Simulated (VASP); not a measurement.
# Sn (Fd-3m) in VASP: further runs, part 2 of 2

VASP 6.6.1.

## (3) Single point, r2SCAN

POSCAR reads:

```
Sn
1.0
    0.0000000000      3.2840539893      3.2840539893
    3.2840539893      0.0000000000      3.2840539893
    3.2840539893      3.2840539893      0.0000000000
Sn
2
Direct
    0.5000000000      0.5000000000      0.5000000000
    0.7500000000      0.7500000000      0.7500000000
```

INCAR.step1 reads:

```
SYSTEM = Sn
PREC = Accurate ; ENCUT = 520
ISMEAR = -1 ; SIGMA = 0.1
LREAL = .FALSE. ; LASPH = .TRUE.
NELM = 100 ; NBANDS = 21
GGA = PE ; ALGO = Normal
EDIFF = 1E-4 ; LWAVE = .TRUE.
LCHARG = .FALSE.
```

INCAR.step2 reads:

```
SYSTEM = Sn
PREC = Accurate ; ENCUT = 520
EDIFF = 1E-6 ; ISMEAR = -1
SIGMA = 0.1 ; LREAL = .FALSE.
LASPH = .TRUE. ; NELM = 100
ALGO = Normal ; ISIF = 2
LWAVE = .FALSE. ; LCHARG = .TRUE.
METAGGA = R2SCAN ; LMIXTAU = .TRUE.
LELF = .TRUE. ; LVHAR = .TRUE.
NBANDS = 21 ; ISTART = 1
```

KPOINTS reads:

```
regular mesh
0
G
  7 7 7
  0 0 0
```

Potentials or basis: VASP PAW PBE potentials, release 64 (Sn_d).

Launch:

```console
$ cat potpaw_PBE.64/Sn_d/POTCAR > POTCAR
$ cp INCAR.step1 INCAR
$ mpirun -np 1 vasp_std > vasp.out
$ cp INCAR.step2 INCAR
$ mpirun -np 1 vasp_std > vasp.out
```

Run time: 3.8 min. Hardware: 1 thread of AMD EPYC 7R13, shared host; peak memory 0.18 GiB.

Results (log left out):

* Free energy: -49.4831 eV
* Pressure: 0.0 GPa
* Band gap on the k mesh: zero (filled and empty bands touch)

Levels at points of the mesh, in eV from the Fermi level:
| k point | band 10 | band 11 | band 12 | band 13 | band 14 | band 15 | band 16 | band 17 | band 18 | band 19 |
| --- | --- | --- | --- | --- | --- | --- | --- | --- | --- | --- |
| (0.00, 0.00, 0.00) | -21.92 | -10.84 | -0.58 | 0.05 | 0.05 | 0.05 | 2.26 | 2.26 | 2.26 | 5.41 |

Caveat: the PAW data sets were made with another functional, which shifts forces and pressure a little; spin-orbit coupling is left out, which moves the levels of the heavy elements.

## (4) Single point, r2SCAN

POSCAR is that of step 3.

INCAR.step1 reads:

```
SYSTEM = Sn
PREC = Accurate
ENCUT = 520
ISMEAR = -1
SIGMA = 0.1
LREAL = .False.
LASPH = .True.
NELM = 100
NBANDS = 21
GGA = PE
ALGO = Normal
EDIFF = 1E-4
LWAVE = .True.
LCHARG = .False.
```

INCAR.step2 reads:

```
SYSTEM = Sn
PREC = Accurate
ENCUT = 520
EDIFF = 1E-6
ISMEAR = -1
SIGMA = 0.1
LREAL = .False.
LASPH = .True.
NELM = 100
ALGO = Normal
ISIF = 2
LWAVE = .False.
LCHARG = .True.
METAGGA = R2SCAN
LMIXTAU = .True.
LELF = .True.
LVHAR = .True.
NBANDS = 21
ISTART = 1
```

KPOINTS reads:

```
Automatic mesh
0
Gamma
  8 8 8
  0 0 0
```

Potentials or basis: VASP PAW PBE potentials, release 64 (Sn_d).

Launch:

```console
$ cat potpaw_PBE.64/Sn_d/POTCAR > POTCAR
$ cp INCAR.step1 INCAR
$ mpirun -np 1 vasp_std > vasp.out
$ cp INCAR.step2 INCAR
$ mpirun -np 1 vasp_std > vasp.out
```

OUTCAR:

```text
SYSTEM = Sn
   PREC = Accurate
   ENCUT = 520
   EDIFF = 1E-6
   ISMEAR = -1
   LREAL = .False.
   LASPH = .True.
   NELM = 100
   ISIF = 2
   METAGGA = R2SCAN
   ISTART = 1

 ion  position               nearest neighbor table
   1  0.500  0.500  0.500-   2 2.84   2 2.84   2 2.84   2 2.84
   2  0.750  0.750  0.750-   1 2.84   1 2.84   1 2.84   1 2.84

  LATTYP: Found a face centered cubic cell.
 ALAT       =     6.5681079786

  Lattice vectors:

[... 189 lines left out ...]
      2     -17.1326      2.00000
      3     -17.1326      2.00000
      4     -17.0709      2.00000
      5     -17.0709      2.00000
      6     -16.7765      2.00000
[... 565 lines left out ...]
     20      14.1310      0.00000
     21      14.5981      0.00000

 [... further k-points ...]
[... 5 lines left out ...]
  --------------------------------------------------------------------------------------
  -------------------------------------------------------------------------------------
  Total       -0.0086798     -0.0086798     -0.0086798      0.0000000      0.0000000      0.0000000
  in kB       -0.1963174     -0.1963174     -0.1963174      0.0000000      0.0000000      0.0000000
  external PRESSURE =      -0.1963174 kB  Pullay stress =       0.0000000 kB

 VOLUME and BASIS-vectors are now :
 -----------------------------------------------------------------------------
  energy-cutoff  :      520.00
  volume of cell :       70.84
      direct lattice vectors                 reciprocal lattice vectors
     0.000000000  3.284053989  3.284053989    -0.152250847  0.152250847  0.152250847
     3.284053989  0.000000000  3.284053989     0.152250847 -0.152250847  0.152250847
     3.284053989  3.284053989  0.000000000     0.152250847  0.152250847 -0.152250847

 POSITION                                       TOTAL-FORCE (eV/Angst)
 -----------------------------------------------------------------------------------
      3.28405      3.28405      3.28405         0.000000      0.000000      0.000000
      4.92608      4.92608      4.92608        -0.000000     -0.000000     -0.000000
 -----------------------------------------------------------------------------------
    total drift:                                0.000000      0.000000      0.000000

  FREE ENERGIE OF THE ION-ELECTRON SYSTEM (eV)
  ---------------------------------------------------
  free  energy   TOTEN  =       -49.4903754051 eV

  energy  without entropy=      -49.4845757792  energy(sigma->0) =      -49.48747559
```

Run time: 5.7 min. Hardware: 1 thread of AMD EPYC 7R13, shared host; peak memory 0.19 GiB.

What came out:

- Free energy: -49.4904 eV
- Pressure: 0.0 GPa
- Band gap on the k mesh: zero (filled and empty bands touch)

Levels at points of the mesh, in eV from the Fermi level:
```csv
k point,band 10,band 11,band 12,band 13,band 14,band 15,band 16,band 17,band 18,band 19
"(0.00, 0.00, 0.00)",-21.94,-10.86,-0.60,0.03,0.03,0.03,2.24,2.24,2.24,5.39
"(0.50, 0.00, 0.00)",-21.90,-9.22,-6.43,-1.19,-1.19,0.09,3.38,3.38,5.99,8.78
"(0.50, 0.50, 0.00)",-21.88,-7.71,-7.71,-2.53,-2.53,0.98,0.98,7.95,7.95,9.59
```

Caveat: the PAW data sets were made with another functional, which shifts forces and pressure a little; spin-orbit coupling is left out, which moves the levels of the heavy elements.

## (5) Single point, r2SCAN

POSCAR is that of step 4.

INCAR.step1 reads:

```
ALGO     = Normal         # electronic algorithm
EDIFF    = 1E-4           # SCF threshold, eV
ENCUT    = 520            # plane-wave cutoff, eV
GGA      = PE             # functional
ISMEAR   = -1             # smearing method
LASPH    = T              # aspherical terms in the spheres
LCHARG   = F              # write CHGCAR
LREAL    = F              # projectors in reciprocal space
LWAVE    = T              # write WAVECAR
NBANDS   = 21             # bands
NELM     = 80             # most SCF steps
PREC     = Accurate       # precision mode
SIGMA    = 0.1            # smearing width, eV
```

INCAR.step2 reads:

```
ALGO     = Normal         # electronic algorithm
EDIFF    = 1E-7           # SCF threshold, eV
ENCUT    = 520            # plane-wave cutoff, eV
ISIF     = 2              # what is computed and relaxed
ISMEAR   = -1             # smearing method
ISTART   = 1            
LASPH    = T              # aspherical terms in the spheres
LCHARG   = F              # write CHGCAR
LMIXTAU  = T            
LREAL    = F              # projectors in reciprocal space
LWAVE    = F              # write WAVECAR
METAGGA  = R2SCAN         # meta-GGA
NBANDS   = 21             # bands
NELM     = 80             # most SCF steps
PREC     = Accurate       # precision mode
SIGMA    = 0.1            # smearing width, eV
```

KPOINTS reads:

```
k-points
0
Gamma
  8 8 8
```

Launch:

```console
$ cat potpaw_PBE.64/Sn_d/POTCAR > POTCAR
$ cp INCAR.step1 INCAR
$ mpirun -np 1 vasp_std > vasp.out
$ cp INCAR.step2 INCAR
$ mpirun -np 1 vasp_std > vasp.out
```

Wall time 6 min (1 thread of AMD EPYC 7R13, shared host); peak memory 0.2 GiB.

Results (log left out):

```
Free energy            : -49.4904 eV
Pressure               : 0.0 GPa
Band gap on the k mesh : zero (filled and empty bands touch)
```

Levels at points of the mesh, in eV from the Fermi level:
| k point | band 12 | band 13 | band 14 | band 15 | band 16 | band 17 |
| --- | --- | --- | --- | --- | --- | --- |
| (0.00, 0.00, 0.00) | -0.60 | 0.03 | 0.03 | 0.03 | 2.24 | 2.24 |
| (0.50, 0.00, 0.00) | -6.43 | -1.19 | -1.19 | 0.09 | 3.38 | 3.38 |
| (0.50, 0.50, 0.00) | -7.71 | -2.53 | -2.53 | 0.98 | 0.98 | 7.95 |

Caveat: the PAW data sets were made with another functional, which shifts forces and pressure a little; spin-orbit coupling is left out, which moves the levels of the heavy elements.

## (6) Summary

```tsv
k mesh	gap on the mesh (eV)	pressure (GPa)
5 × 5 × 5	none	0.1
7 × 7 × 7	none	0.0
8 × 8 × 8	none	0.0
```

Alike in all rows: task single point; level r2SCAN; potentials or basis VASP PAW PBE potentials, release 64 (Sn_d); no spin polarisation; cell as given; cutoff (eV) 520; smearing fermi-dirac 0.1 eV.

Every run on the cell as given and a fine mesh finds a metal.

Caveats: the PAW data sets were made with another functional, which shifts forces and pressure a little; spin-orbit coupling is left out, which moves the levels of the heavy elements.

Total energies depend on the potentials used, so only differences within one code and one set of settings carry meaning.
